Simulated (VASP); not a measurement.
# W (Immm) in VASP: single point with PBE

Aim: the single point of W with PBE.

Program: VASP 6.6.1. These are calculated values, not measurements. Logs are shortened: lines on timing, memory, paths and dates and some standing lists are left out, and cuts for length are marked.

### 1 The cell of the first run

The structure is orthorhombic, space group Immm (No. 71). The conventional cell has a = 3.115 Å, b = 3.195 Å, c = 3.274 Å, α = 90.00°, β = 90.00°, γ = 90.00°. Within 3.6 Å of W (site symmetry mmm) lie 14 W at 2.77 to 3.27 Å.

### 2 Single point, PBE (strain +0.0250 x Voigt [1, -1, 0, 0, 0, 0])

Input file INCAR:

```
PREC = Accurate
ENCUT = 520
EDIFF = 1E-6
ISMEAR = 0
SIGMA = 0.15
LREAL = False
LASPH = True
NELM = 60
ALGO = Fast
ISIF = 2
LWAVE = False
LCHARG = False
GGA = PE
NBANDS = 13
```

Input file KPOINTS:

```
regular mesh
0
Gamma
  20 20 20
```

Input file POSCAR:

```
W
1.0
   -1.6372325000      1.5573675000      1.5973000000
    1.6372325000     -1.5573675000      1.5973000000
    1.6372325000      1.5573675000     -1.5973000000
W
1
Direct
    0.0000000000      0.0000000000      0.0000000000
```

Potentials or basis: VASP PAW PBE potentials, release 64 (W_sv).

Command:

```bash
$ cat potpaw_PBE.64/W_sv/POTCAR > POTCAR
$ mpirun -np 1 vasp_std > vasp.out
```

OUTCAR:

```text
PREC = Accurate
   ENCUT = 520
   EDIFF = 1E-6
   ISMEAR = 0
   LREAL = False
   LASPH = True
   NELM = 60
   ISIF = 2
   GGA = PE

 ion  position               nearest neighbor table
   1  0.000  0.000  0.000-

  LATTYP: Found a body centered orthorhombic cell.
 ALAT       =     3.1147350000
 B/A-ratio  =     1.0256410256
 C/A-ratio  =     1.0512820513

  Lattice vectors:

 A1 = (  -1.6372325000,  -1.5573675000,  -1.5973000000)
 A2 = (  -1.6372325000,   1.5573675000,   1.5973000000)
 A3 = (   1.6372325000,   1.5573675000,  -1.5973000000)

Analysis of symmetry for initial positions (statically):
=====================================================================
 Subroutine PRICEL returns:
 Original cell was already a primitive cell.

 Routine SETGRP: Setting up the symmetry group for a
 body centered orthorhombic supercell.

 Subroutine GETGRP returns: Found  8 space group operations
 (whereof  8 operations were pure point group operations)
 out of a pool of  8 trial point group operations.

The static configuration has the point symmetry D_2h.

Analysis of symmetry for dynamics (positions and initial velocities):
=====================================================================
 Subroutine PRICEL returns:
 Original cell was already a primitive cell.

 Routine SETGRP: Setting up the symmetry group for a
 body centered orthorhombic supercell.

 Subroutine GETGRP returns: Found  8 space group operations
 (whereof  8 operations were pure point group operations)
 out of a pool of  8 trial point group operations.

The dynamic configuration has the point symmetry D_2h.

 Subroutine INISYM returns: Found  8 space group operations
 (whereof  8 operations are pure point group operations),
 and found     1 'primitive' translations

----------------------------------------------------------------------------------------

                                     Primitive cell

  volume of cell :      16.2910

  direct lattice vectors                    reciprocal lattice vectors
    -1.637232500  1.557367500  1.597300000     0.000000000  0.321054600  0.313028235
     1.637232500 -1.557367500  1.597300000     0.305393400  0.000000000  0.313028235
     1.637232500  1.557367500 -1.597300000     0.305393400  0.321054600  0.000000000

  length of vectors
     2.767181071  2.767181071  2.767181071     0.448400192  0.437323456  0.443104034

  position of ions in fractional coordinates (direct lattice)
     0.000000000  0.000000000  0.000000000

  ion indices of the primitive-cell ions
   primitive index   ion index
                 1           1

----------------------------------------------------------------------------------------

 KPOINTS: regular mesh

Automatic generation of k-mesh.
 Grid dimensions read from file:
 generate k-points for:   20   20   20

 Generating k-lattice:

  Cartesian coordinates                     Fractional coordinates (reciprocal lattice)
     0.000000000  0.016052730  0.015651412     0.050000000 -0.000000000  0.000000000
     0.015269670  0.000000000  0.015651412     0.000000000  0.050000000 -0.000000000
     0.015269670  0.016052730  0.000000000     0.000000000 -0.000000000  0.050000000

  Length of vectors
     0.022420010  0.021866173  0.022155202

  Shift w.r.t. Gamma in fractional coordinates (k-lattice)
     0.000000000  0.000000000  0.000000000

 Subroutine IBZKPT returns following result:
 ===========================================

 Found   1166 irreducible k-points:

 Following reciprocal coordinates:
            Coordinates               Weight
  0.000000  0.000000  0.000000      1.000000
  0.050000  0.000000  0.000000      4.000000
  0.100000 -0.000000  0.000000      4.000000
  0.150000  0.000000 -0.000000      4.000000
  0.200000 -0.000000  0.000000      4.000000
  0.250000  0.000000  0.000000      4.000000
[... 16 lines left out ...]
 -0.450000  0.050000  0.000000      8.000000
 -0.400000  0.050000  0.000000      8.000000
 [... further k-points ...]
   k-points           NKPTS =   1166   k-points in BZ     NKDIM =   1166   number of bands    NBANDS=     13
   number of dos      NEDOS =    301   number of ions     NIONS =      1
   total plane-waves  NPLWV =  13824
   dimension x,y,z NGX =    24 NGY =   24 NGZ =   24
   dimension x,y,z NGXF=    48 NGYF=   48 NGZF=   48
   ions per type =               1
   NGX,Y,Z   is equivalent  to a cutoff of  14.42, 14.42, 14.42 a.u.
   NGXF,Y,Z  is equivalent  to a cutoff of  28.84, 28.84, 28.84 a.u.
 SYSTEM =  unknown system
   PREC   = accura    normal or accurate (medium, high low for compatibility)
   ISTART =      0    job   : 0-new  1-cont  2-samecut
   ICHARG =      2    charge: 1-file 2-atom 10-const
   ISPIN  =      1    spin polarized calculation?
   LNONCOLLINEAR =      F non collinear calculations
   LSORBIT =      F    spin-orbit coupling
   LASPH  =      T    aspherical Exc in radial PAW
   ENCUT  =  520.0 eV  38.22 Ry    6.18 a.u.   5.15  5.15  5.15*2*pi/ulx,y,z
   NELM   =     60;   NELMIN=  2; NELMDL= -5     # of ELM steps
   EDIFF  = 0.1E-05   stopping-criterion for ELM
   LREAL  =      F    real-space projection
   EDIFFG = 0.1E-04   stopping-criterion for IOM
   NSW    =      0    number of steps for IOM
   IBRION =     -1    ionic relax: 0-MD 1-quasi-New 2-CG
   NFREE  =      0    steps in history (QN), initial steepest desc. (CG)
   ISIF   =      2    stress and relaxation
   ISYM   =      2    0-nonsym 1-usesym 2-fastsym
   POTIM  = 0.5000    time-step for ionic-motion
   TEBEG  =    0.0;   TEEND  =   0.0 temperature during run
   PSTRESS=    0.0 pullay stress
   NELECT =      14.0000    total number of electrons
   NUPDOWN=      -1.0000    fix difference up-down
   EMIN   =  10.00;   EMAX   =-10.00  energy-range for DOS
   EFERMI =   0.00;   METHOD = LEGACY
   ISMEAR =     0;   SIGMA  =   0.15  broadening in eV -4-tet -1-fermi 0-gaus
   EFERMI_NEDOS =   21; number of points for ismear=-14 and -15
   IALGO  =     68    algorithm
   IMIX   =      4    mixing-type and parameters
     AMIX     =   0.40;   BMIX     =  1.00
     AMIX_MAG =   1.60;   BMIX_MAG =  1.00
  volume/ion in A,a.u.               =      16.29       109.94
  Fermi-wavevector in a.u.,A,eV,Ry     =   1.556449  2.941262 32.960564  2.422533
  Thomas-Fermi vector in A             =   2.660243
   LORBIT       =      0    0 simple, 1 ext, 2 COOP (PROOUT), +10 PAW based schemes
   GGA     = PE    functional components
   LHFCALC =     F    Hartree Fock is set to
   AEXX    =    0.0000 exact exchange contribution
   IVDW    =     0    specifies the selected vdW correction
   LEPSILON=     F    determine dielectric tensor
   LRPA    =     F    only Hartree local field effects (RPA)
 non-spin polarized calculation
 RMM-DIIS sequential band-by-band and
 Gauss-broadening in eV      SIGMA  =   0.15
  energy-cutoff  :      520.00
  volume of cell :       16.29
 maximum number of plane-waves:       460
 NGX is ok and might be reduce to    24
   NGX = 11   NGY = 11   NGZ = 11

 number of electron      14.0000000 magnetization

 Free energy of the ion-electron system (eV)
  ---------------------------------------------------
  ext. energy  EPLUGINS =         0.00000000
  ---------------------------------------------------
  free energy    TOTEN  =       -12.93874639 eV

  energy without entropy =      -12.93408164  energy(sigma->0) =      -12.93641402

 E-fermi :  11.0745     XC(G=0): -13.4865

 val. band max:       11.0736029327   @ k =  -0.2500   0.5000   0.2500
 cond. band min:      11.0858825230   @ k =  -0.2000  -0.3000   0.1500
 fundamental gap:      0.0122795903
 Fermi energy:        11.0745014934

 k-point     1 :       0.0000    0.0000    0.0000
  band No.  band energies     occupation
      1     -63.1695      2.00000
      2     -26.7806      2.00000
      3     -26.7732      2.00000
      4     -26.7562      2.00000
      5       1.5670      2.00000
      6       9.5585      2.00000
      7       9.9003      2.00000
      8      10.2002      2.00000
      9      12.8557      0.00000
     10      13.5954      0.00000
     11      25.0627      0.00000
     12      25.5125      0.00000
     13      26.0137      0.00000

 k-point     2 :       0.0500    0.0000    0.0000
  band No.  band energies     occupation
      1     -63.1666      2.00000
      2     -26.7976      2.00000
      3     -26.7909      2.00000
      4     -26.7635      2.00000
      5       1.6878      2.00000
      6       9.5559      2.00000
      7       9.9389      2.00000
      8      10.1743      2.00000
      9      12.8598      0.00000
     10      13.4854      0.00000
     11      25.2735      0.00000
     12      25.6997      0.00000
     13      26.2106      0.00000

 k-point     3 :       0.1000   -0.0000    0.0000
  band No.  band energies     occupation
      1     -63.1581      2.00000
      2     -26.8849      2.00000
      3     -26.8207      2.00000
      4     -26.7674      2.00000
      5       2.0401      2.00000
      6       9.4026      2.00000
      7      10.0761      2.00000
      8      10.2131      2.00000
      9      12.8666      0.00000
     10      13.2533      0.00000
     11      25.8887      0.00000
     12      26.0675      0.00000
     13      26.8458      0.00000
[... 305 lines left out ...]
 k-point    23 :      -0.4500    0.0500    0.0000
  band No.  band energies     occupation
      1     -63.0539      2.00000
      2     -27.8684      2.00000
      3     -27.1716      2.00000
      4     -26.8081      2.00000
      5       5.0706      2.00000
      6       7.4322      2.00000
      7      10.8986      1.90285
      8      13.4780      0.00000
      9      14.3325      0.00000
     10      16.4002      0.00000
     11      22.5853      0.00000
     12      22.9563      0.00000
     13      27.8337      0.00000

 k-point    24 :      -0.4000    0.0500    0.0000
  band No.  band energies     occupation
      1     -63.0649      2.00000
      2     -27.7710      2.00000
      3     -27.1334      2.00000
      4     -26.8055      2.00000
      5       5.0512      2.00000
      6       7.6092      2.00000
      7      10.1080      2.00000
      8      13.3336      0.00000
      9      14.1352      0.00000
     10      15.3720      0.00000
     11      23.6047      0.00000
     12      23.9327      0.00000
     13      29.2386      0.00000

 [... further k-points ...]

------------------------ aborting loop because EDIFF is reached ----------------------------------------

  FORCE on cell =-STRESS in cart. coord.  units (eV):
  Direction    XX          YY          ZZ          XY          YZ          ZX
  --------------------------------------------------------------------------------------
  -------------------------------------------------------------------------------------
  Total       -1.0139226      0.6152058     -0.2609733      0.0000000      0.0000000      0.0000000
  in kB      -99.7165930     60.5038587    -25.6660295      0.0000000      0.0000000      0.0000000
  external PRESSURE =     -21.6262546 kB  Pullay stress =       0.0000000 kB

 VOLUME and BASIS-vectors are now :
 -----------------------------------------------------------------------------
  energy-cutoff  :      520.00
  volume of cell :       16.29
      direct lattice vectors                 reciprocal lattice vectors
    -1.637232500  1.557367500  1.597300000     0.000000000  0.321054600  0.313028235
     1.637232500 -1.557367500  1.597300000     0.305393400  0.000000000  0.313028235
     1.637232500  1.557367500 -1.597300000     0.305393400  0.321054600  0.000000000

 POSITION                                       TOTAL-FORCE (eV/Angst)
 -----------------------------------------------------------------------------------
      0.00000      0.00000      0.00000         0.000000      0.000000      0.000000
 -----------------------------------------------------------------------------------
    total drift:                               -0.000000      0.000000      0.000000

  FREE ENERGIE OF THE ION-ELECTRON SYSTEM (eV)
  ---------------------------------------------------
  free  energy   TOTEN  =       -12.9387463866 eV

  energy  without entropy=      -12.9340816434  energy(sigma->0) =      -12.93641402
```

Run time: 3.5 min. Hardware: 1 thread of Intel Xeon 8259CL, shared host; peak memory 0.34 GiB.

What came out:

```yaml
Free_energy: -12.9387 eV
Pressure: -2.2 GPa
Band_gap_on_the_k_mesh: zero (bands 7 and 8 overlap by 5.91 eV)
```

Stress tensor (GPa, compression positive):
```
-9.97  0.00  0.00
 0.00  6.05  0.00
 0.00  0.00 -2.57
```

Levels at points of the mesh, in eV from the Fermi level:
| k point | band 3 | band 4 | band 5 | band 6 | band 7 | band 8 | band 9 | band 10 | band 11 | band 12 |
| --- | --- | --- | --- | --- | --- | --- | --- | --- | --- | --- |
| (0.00, 0.00, 0.00) | -37.85 | -37.83 | -9.51 | -1.52 | -1.17 | -0.87 | 1.78 | 2.52 | 13.99 | 14.44 |
| (0.50, 0.00, 0.00) | -38.26 | -37.87 | -6.11 | -3.77 | 0.76 | 2.41 | 3.28 | 5.94 | 10.82 | 11.28 |
| (0.00, 0.50, 0.00) | -38.19 | -37.84 | -6.14 | -3.11 | 0.38 | 1.58 | 2.83 | 5.80 | 10.43 | 11.53 |
| (0.50, 0.50, 0.00) | -38.23 | -37.86 | -6.12 | -3.46 | 0.58 | 1.88 | 3.19 | 5.85 | 10.62 | 11.39 |
| (0.50, 0.50, 0.50) | -38.67 | -38.60 | -5.70 | -5.58 | 4.85 | 4.95 | 5.05 | 7.34 | 8.00 | 8.70 |

Caveat: the cell differs from its parent crystal (strain +0.0250 x Voigt [1, -1, 0, 0, 0, 0]); spin-orbit coupling is left out, which moves the levels of the heavy elements.
